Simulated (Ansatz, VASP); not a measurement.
**One calculation of Zn4Se3S, two programs**

Contents of INCAR:

```
  ALGO = Normal
  EDIFF = 1E-7
  ENCUT = 520
  GGA = PE
  ISIF = 2
  ISMEAR = 0
  LASPH = True
  LCHARG = False
  LREAL = False
  LWAVE = False
  NBANDS = 46
  NELM = 60
  PREC = Accurate
  SIGMA = 0.1
```

File KPOINTS:

```
k-points
0
Gamma
  4 2 4
```

File POSCAR:

```
Zn4Se3S
1.0
    3.8940405000      0.0000000000      0.0000000000
    0.0000000000      7.7880810100      0.0000000000
    0.0000000000      0.0000000000      5.5070048900
Zn Se S
4 3 1
Direct
    0.0000000000      0.7500000000      0.0000000000
    0.5000000000      0.5000000000      0.5000000000
    0.0000000000      0.2500000000      0.0000000000
    0.5000000000      0.0000000000      0.5000000000
    0.5000000000      0.7500000000      0.2500000000
    0.5000000000      0.2500000000      0.2500000000
    0.0000000000      0.0000000000      0.7500000000
    0.0000000000      0.5000000000      0.7500000000
```

Input for Ansatz:

```yaml
crystal:
  lattice:
    - [3.8940405, 0.0, 0.0]
    - [0.0, 7.78808101, 0.0]
    - [0.0, 0.0, 5.50700489]
  atoms:
    - { symbol: Zn, position: [0.0, 0.75, 0.0] }
    - { symbol: Zn, position: [0.5, 0.5, 0.5] }
    - { symbol: Zn, position: [0.0, 0.25, 0.0] }
    - { symbol: Zn, position: [0.5, 0.0, 0.5] }
    - { symbol: Se, position: [0.5, 0.75, 0.25] }
    - { symbol: Se, position: [0.5, 0.25, 0.25] }
    - { symbol: Se, position: [0.0, 0.0, 0.75] }
    - { symbol: S, position: [0.0, 0.5, 0.75] }
basis:
  ecutwfc: 420
kpoints:
  mp_grid: { grid: [4, 2, 4] }
hamiltonian:
  xc: pbe
scf:
  occupations: { method: gaussian, width: 0.1 }
  lower_state_search: "off"
output:
  forces: true
  stress: true
  eigenvalues: true
```

Alike in both runs: task single point; functional PBE; k mesh 4 × 2 × 4; occupations gaussian, width 0.1 eV; no spin polarisation.

|  | VASP | Ansatz |
| --- | --- | --- |
| version | VASP 6.6.1 | Ansatz 0.2.0 |
| potentials or method | VASP PAW PBE potentials, release 64 (Zn, Se, S), cutoff 520 eV | scalar-relativistic, plane waves, PAW |
| valence electrons in the cell | 72 | 102 |

```tsv
	VASP	Ansatz	Ansatz less VASP
gap on the k mesh at the Fermi level (eV)	1.69	1.68	-0.005
least direct gap on the mesh (eV)	1.69	1.68	-0.005
pressure (GPa)	6.6	6.3	-0.29
traceless stress, the component that is largest in VASP (GPa)	-0.31	-0.31	-0.001
rms of the force components (eV/Å)	0.258	0.253	-0.0048
```

Atom by atom the forces differ by 0.005 eV/Å (rms over components). The functional is the same, so the differences come from potentials, cutoffs and numerics. VASP's potentials hold 72 valence electrons a cell and Ansatz's 102, so a difference there can come from the potentials and not from the codes.
